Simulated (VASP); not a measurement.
# LaAgS2 (P4/mmm) in VASP: a series of runs

The runs below take LaAgS2 through single point, with HSE06, PBE-based screened hybrid with 15 % exact exchange.

Everything below comes from runs of VASP 6.6.1. Logs are shortened: lines on timing, memory, paths and dates and some standing lists are left out, and cuts for length are marked.

## (1) The cell of the first run

It takes space group P4/mmm (No. 123, tetragonal). Conventional cell: a = 4.130 Å, b = 4.130 Å, c = 5.605 Å, α = 90.00°, β = 90.00°, γ = 90.00°. Within 3.7 Å of Ag (site symmetry 4/mmm) lie 6 S at 2.80 to 2.92 Å. S (site symmetry 4/mmm) has 2 Ag at 2.80 Å and 4 La at 2.92 Å within 3.7 Å. Within 3.7 Å of S (site symmetry 4/mmm) lie 2 La at 2.80 Å and 4 Ag at 2.92 Å. La (site symmetry 4/mmm) has 6 S at 2.80 to 2.92 Å within 3.7 Å.

## (2) Single point, HSE06

Contents of POSCAR:

```
LaAgS2
1.0
    4.1300216886      0.0000000000      0.0000000000
    0.0000000000      4.1300216886      0.0000000000
    0.0000000000      0.0000000000      5.6048983260
Ag S La
1 2 1
Direct
    0.0000000000      0.0000000000      0.0000000000
    0.0000000000      0.0000000000      0.5000000000
    0.5000000000      0.5000000000      0.0000000000
    0.5000000000      0.5000000000      0.5000000000
```

Contents of INCAR.step1:

```
PREC = Accurate
ENCUT = 400
EDIFF = 1E-5
ISMEAR = -1
SIGMA = 0.02
LREAL = False
LASPH = True
NELM = 200
ALGO = Normal
ISIF = 2
LWAVE = True
LCHARG = False
NBANDS = 25
GGA = PE
GGA_COMPAT = False
LMAXMIX = 6
```

Contents of INCAR.step2:

```
PREC = Accurate
ENCUT = 400
EDIFF = 1E-6
ISMEAR = -1
SIGMA = 0.02
LREAL = False
LASPH = True
NELM = 200
ALGO = Normal
ISIF = 2
LWAVE = False
LCHARG = False
GGA = PE
LHFCALC = True
HFSCREEN = 0.2079
PRECFOCK = Normal
NBANDS = 25
ISTART = 1
GGA_COMPAT = False
LMAXMIX = 6
```

Contents of KPOINTS:

```
Automatic mesh
0
Gamma
  4 4 2
```

Potentials or basis: VASP PAW PBE potentials, release 64 (Ag, S, La).

Command:

```console
cat potpaw_PBE.64/Ag/POTCAR potpaw_PBE.64/S/POTCAR potpaw_PBE.64/La/POTCAR > POTCAR
cp INCAR.step1 INCAR
mpirun -np 1 vasp_std > vasp.out
cp INCAR.step2 INCAR
mpirun -np 1 vasp_std > vasp.out
```

OUTCAR:

```text
PREC = Accurate
   ENCUT = 400
   EDIFF = 1E-6
   ISMEAR = -1
   LREAL = False
   LASPH = True
   NELM = 200
   ISIF = 2
   GGA = PE
   LHFCALC = True
   HFSCREEN = 0.2079
   PRECFOCK = Normal
   ISTART = 1

 ion  position               nearest neighbor table
   1  0.000  0.000  0.000-   2 2.80   2 2.80   3 2.92   3 2.92   3 2.92   3 2.92
   2  0.000  0.000  0.500-   1 2.80   1 2.80   4 2.92   4 2.92   4 2.92   4 2.92
   3  0.500  0.500  0.000-   4 2.80   4 2.80   1 2.92   1 2.92   1 2.92   1 2.92
   4  0.500  0.500  0.500-   3 2.80   3 2.80   2 2.92   2 2.92   2 2.92   2 2.92

  LATTYP: Found a simple tetragonal cell.
 ALAT       =     4.1300216886
 C/A-ratio  =     1.3571111119

  Lattice vectors:

 A1 = (   4.1300216886,   0.0000000000,   0.0000000000)
 A2 = (   0.0000000000,   4.1300216886,   0.0000000000)
 A3 = (   0.0000000000,   0.0000000000,   5.6048983260)

Analysis of symmetry for initial positions (statically):
=====================================================================
 Subroutine PRICEL returns:
 Original cell was already a primitive cell.

 Routine SETGRP: Setting up the symmetry group for a
 simple tetragonal supercell.

 Subroutine GETGRP returns: Found 16 space group operations
 (whereof 16 operations were pure point group operations)
 out of a pool of 16 trial point group operations.

The static configuration has the point symmetry D_4h.

Analysis of symmetry for dynamics (positions and initial velocities):
=====================================================================
 Subroutine PRICEL returns:
 Original cell was already a primitive cell.

 Routine SETGRP: Setting up the symmetry group for a
 simple tetragonal supercell.

 Subroutine GETGRP returns: Found 16 space group operations
 (whereof 16 operations were pure point group operations)
 out of a pool of 16 trial point group operations.

The dynamic configuration has the point symmetry D_4h.

 Subroutine INISYM returns: Found 16 space group operations
 (whereof 16 operations are pure point group operations),
 and found     1 'primitive' translations

----------------------------------------------------------------------------------------

                                     Primitive cell

  volume of cell :      95.6032

  direct lattice vectors                    reciprocal lattice vectors
     4.130021689  0.000000000  0.000000000     0.242129479  0.000000000  0.000000000
     0.000000000  4.130021689  0.000000000     0.000000000  0.242129479  0.000000000
[... 84 lines left out ...]
   POTIM  = 0.5000    time-step for ionic-motion
   TEBEG  =    0.0;   TEEND  =   0.0 temperature during run
   PSTRESS=    0.0 pullay stress
   NELECT =      34.0000    total number of electrons
   NUPDOWN=      -1.0000    fix difference up-down
   EMIN   =  10.00;   EMAX   =-10.00  energy-range for DOS
   EFERMI =   0.00;   METHOD = LEGACY
   ISMEAR =    -1;   SIGMA  =   0.02  broadening in eV -4-tet -1-fermi 0-gaus
   EFERMI_NEDOS =   21; number of points for ismear=-14 and -15
   IALGO  =     38    algorithm
   IMIX   =      1    mixing-type and parameters
     AMIX     =   0.40;   BMIX     =  1.00
     AMIX_MAG =   1.60;   BMIX_MAG =  1.00
  volume/ion in A,a.u.               =      23.90       161.29
  Fermi-wavevector in a.u.,A,eV,Ry     =   1.159873  2.191842 18.303982  1.345305
  Thomas-Fermi vector in A             =   2.296461
   LORBIT       =      0    0 simple, 1 ext, 2 COOP (PROOUT), +10 PAW based schemes
   GGA     = PE    functional components
   LHFCALC =     T    Hartree Fock is set to
   PRECFOCK=normal    Normal, Fast or Accurate (Low or Medium for compatibility)
   ENCUT4O =  -1.0   cutoff for four orbital integrals eV
   NKREDX  =     1    reduce k-point grid by
   NKREDY  =     1    reduce k-point grid by
   NKREDZ  =     1    reduce k-point grid by
   AEXX    =    0.2500 exact exchange contribution
   HFSCREEN=    0.2079 screening length (either q_TF or 0.3 A-1)
   HFSCREENC=   0.2079 screening length for correlation (either q_TF or 0.3 A-1)
   ENCUTFOCK=  -1.0 apply spherical cutoff to Coloumb kernel
   IVDW    =     0    specifies the selected vdW correction
   LEPSILON=     F    determine dielectric tensor
   LRPA    =     F    only Hartree local field effects (RPA)
 non-spin polarized calculation
  energy-cutoff  :      400.00
  volume of cell :       95.60
 maximum number of plane-waves:      1748
 NGX is ok and might be reduce to    28
  NGX = 24; NGY = 24; NGZ = 28

 number of electron      34.0000009 magnetization

 Free energy of the ion-electron system (eV)
  ---------------------------------------------------
  ext. energy  EPLUGINS =         0.00000000
  ---------------------------------------------------
  free energy    TOTEN  =       -23.96667516 eV

  energy without entropy =      -23.96664330  energy(sigma->0) =      -23.96665923

 E-fermi :   5.9664     XC(G=0):  -8.1884

 val. band max:        5.8179748145   @ k =   0.5000   0.0000   0.0000
 cond. band min:       6.1008823528   @ k =   0.0000   0.0000   0.5000
 fundamental gap:      0.2829075383
 Fermi energy:         5.9664468887

 k-point     1 :       0.0000    0.0000    0.0000
  band No.  band energies     occupation
      1     -29.4185      2.00000
      2     -12.0912      2.00000
      3     -11.9865      2.00000
      4     -11.9865      2.00000
      5      -8.5254      2.00000
      6      -7.3834      2.00000
[... 325 lines left out ...]
     24      10.5193      0.00000
     25      10.5881      0.00000

------------------------ aborting loop because EDIFF is reached ----------------------------------------

  FORCE on cell =-STRESS in cart. coord.  units (eV):
  Direction    XX          YY          ZZ          XY          YZ          ZX
  --------------------------------------------------------------------------------------
  -------------------------------------------------------------------------------------
  Total        0.3325849      0.3325849     -0.0582568      0.0000000      0.0000000      0.0000000
  in kB        5.5736623      5.5736623     -0.9763029      0.0000000      0.0000000      0.0000000
  external PRESSURE =       3.3903406 kB  Pullay stress =       0.0000000 kB

 VOLUME and BASIS-vectors are now :
 -----------------------------------------------------------------------------
  energy-cutoff  :      400.00
  volume of cell :       95.60
      direct lattice vectors                 reciprocal lattice vectors
     4.130021689  0.000000000  0.000000000     0.242129479  0.000000000  0.000000000
     0.000000000  4.130021689  0.000000000     0.000000000  0.242129479  0.000000000
     0.000000000  0.000000000  5.604898326     0.000000000  0.000000000  0.178415368

 POSITION                                       TOTAL-FORCE (eV/Angst)
 -----------------------------------------------------------------------------------
      0.00000      0.00000      0.00000         0.000000      0.000000      0.000000
      0.00000      0.00000      2.80245         0.000000      0.000000      0.000000
      2.06501      2.06501      0.00000         0.000000      0.000000      0.000000
      2.06501      2.06501      2.80245         0.000000      0.000000      0.000000
 -----------------------------------------------------------------------------------
    total drift:                                0.000026      0.000010     -0.000019

  FREE ENERGIE OF THE ION-ELECTRON SYSTEM (eV)
  ---------------------------------------------------
  free  energy   TOTEN  =       -23.9666751613 eV

  energy  without entropy=      -23.9666432981  energy(sigma->0) =      -23.96665923
```

OUTCAR.step1:

```text
PREC = Accurate
   ENCUT = 400
   EDIFF = 1E-5
   ISMEAR = -1
   LREAL = False
   LASPH = True
[... 550 lines left out ...]
      0.00000      0.00000      2.80245         0.000000      0.000000      0.000000
      2.06501      2.06501      0.00000         0.000000      0.000000      0.000000
      2.06501      2.06501      2.80245         0.000000      0.000000      0.000000
 -----------------------------------------------------------------------------------
    total drift:                               -0.000000      0.000000      0.000000

  FREE ENERGIE OF THE ION-ELECTRON SYSTEM (eV)
  ---------------------------------------------------
  free  energy   TOTEN  =       -20.8862895525 eV

  energy  without entropy=      -20.8829755992  energy(sigma->0) =      -20.88463258
```

OSZICAR.step1:

```text
N       E                     dE             d eps       ncg     rms          rms(c)
DAV:   1     0.266594300422E+03    0.26659E+03   -0.11811E+04   608   0.143E+03
DAV:   2     0.227763229712E+02   -0.24382E+03   -0.22077E+03   709   0.275E+02
DAV:   3    -0.191497909882E+02   -0.41926E+02   -0.38412E+02   909   0.115E+02
DAV:   4    -0.219063735200E+02   -0.27566E+01   -0.27390E+01   941   0.310E+01
DAV:   5    -0.220204129797E+02   -0.11404E+00   -0.11333E+00   935   0.484E+00    0.789E+00
DAV:   6    -0.208952604996E+02    0.11252E+01   -0.56420E+00   736   0.171E+01    0.672E+00
DAV:   7    -0.208769139366E+02    0.18347E-01   -0.81216E-01   751   0.589E+00    0.406E+00
DAV:   8    -0.208816059227E+02   -0.46920E-02   -0.12138E-01   997   0.265E+00    0.874E-01
DAV:   9    -0.208855690348E+02   -0.39631E-02   -0.10861E-02   989   0.780E-01    0.247E-01
DAV:  10    -0.208860888851E+02   -0.51985E-03   -0.18012E-03   984   0.363E-01    0.116E-01
DAV:  11    -0.208862835410E+02   -0.19466E-03   -0.42762E-04   903   0.134E-01    0.326E-02
DAV:  12    -0.208862895525E+02   -0.60115E-05   -0.67143E-05   888   0.564E-02
   1 F= -.20886290E+02 E0= -.20884633E+02  d E =-.331395E-02
```

Run time: 27 min. Hardware: 1 thread of AMD EPYC 7R43 (Zen 3), shared host; peak memory 0.28 GiB.

Results:

- Free energy: -23.9667 eV
- Pressure: 0.3 GPa
- Band gap on the k mesh: 0.28 eV (least direct gap 1.81 eV)

Stress tensor (GPa, compression positive):
```
 0.56  0.00  0.00
 0.00  0.56  0.00
 0.00  0.00 -0.10
```

Caveat: the k points lie up to 0.56 Å⁻¹ apart; the PAW data sets were made with another functional, which shifts forces and pressure a little; spin-orbit coupling is left out, which moves the levels of the heavy elements. A k mesh can miss the band edges.

## (3) Single point, PBE-based screened hybrid with 15 % exact exchange

POSCAR is that of step 2.

Contents of INCAR.step1:

```
PREC     = Accurate       # precision mode
ENCUT    = 400            # plane-wave cutoff, eV
EDIFF    = 1E-5           # SCF threshold, eV
ISMEAR   = -1             # smearing method
SIGMA    = 0.02           # smearing width, eV
LREAL    = False          # projectors in reciprocal space
LASPH    = True           # aspherical terms in the spheres
NELM     = 200            # most SCF steps
ALGO     = Normal         # electronic algorithm
ISIF     = 2              # what is computed and relaxed
LWAVE    = True           # write WAVECAR
LCHARG   = False          # write CHGCAR
NBANDS   = 25             # bands
GGA      = PE             # functional
GGA_COMPAT= False        
LMAXMIX  = 6              # l up to which the mixer works
```

Contents of INCAR.step2:

```
PREC     = Accurate       # precision mode
ENCUT    = 400            # plane-wave cutoff, eV
EDIFF    = 1E-6           # SCF threshold, eV
ISMEAR   = -1             # smearing method
SIGMA    = 0.02           # smearing width, eV
LREAL    = False          # projectors in reciprocal space
LASPH    = True           # aspherical terms in the spheres
NELM     = 200            # most SCF steps
ALGO     = Normal         # electronic algorithm
ISIF     = 2              # what is computed and relaxed
LWAVE    = False          # write WAVECAR
LCHARG   = False          # write CHGCAR
GGA      = PE             # functional
LHFCALC  = True           # exact exchange
AEXX     = 0.15           # exact-exchange fraction
HFSCREEN = 0.3            # screening, 1/A
PRECFOCK = Normal       
NBANDS   = 25             # bands
ISTART   = 1            
GGA_COMPAT= False        
LMAXMIX  = 6              # l up to which the mixer works
```

KPOINTS is that of step 2.

Potentials or basis: VASP PAW PBE potentials, release 64 (Ag, S, La).

Command:

```console
cat potpaw_PBE.64/Ag/POTCAR potpaw_PBE.64/S/POTCAR potpaw_PBE.64/La/POTCAR > POTCAR
cp INCAR.step1 INCAR
mpirun -np 1 vasp_std > vasp.out
cp INCAR.step2 INCAR
mpirun -np 1 vasp_std > vasp.out
```

Wall time 28 min (1 thread of AMD EPYC 7R43 (Zen 3), shared host); peak memory 0.27 GiB.

Results (log left out):

```
Free energy            : -22.3177 eV
Pressure               : 0.1 GPa
Band gap on the k mesh : zero (bands 17 and 18 overlap by 0.01 eV)
```

Levels at points of the mesh, in eV from the Fermi level:
```tsv
k point	band 15	band 16	band 17	band 18	band 19	band 20
(0.00, 0.00, 0.00)	-1.54	-1.54	-1.43	0.01	1.20	2.72
(0.50, 0.00, 0.00)	-2.58	-1.27	-0.03	3.07	3.16	3.34
(0.50, 0.50, 0.00)	-2.28	-2.28	-1.41	1.53	1.53	1.64
(0.00, 0.00, 0.50)	-2.18	-1.98	-1.98	-0.02	2.71	3.36
(0.50, 0.00, 0.50)	-2.69	-0.29	-0.01	2.66	2.96	3.14
(0.50, 0.50, 0.50)	-2.37	-2.37	-2.14	3.14	3.15	3.44
```

Caveat: the k points lie up to 0.56 Å⁻¹ apart; the PAW data sets were made with another functional, which shifts forces and pressure a little; spin-orbit coupling is left out, which moves the levels of the heavy elements.
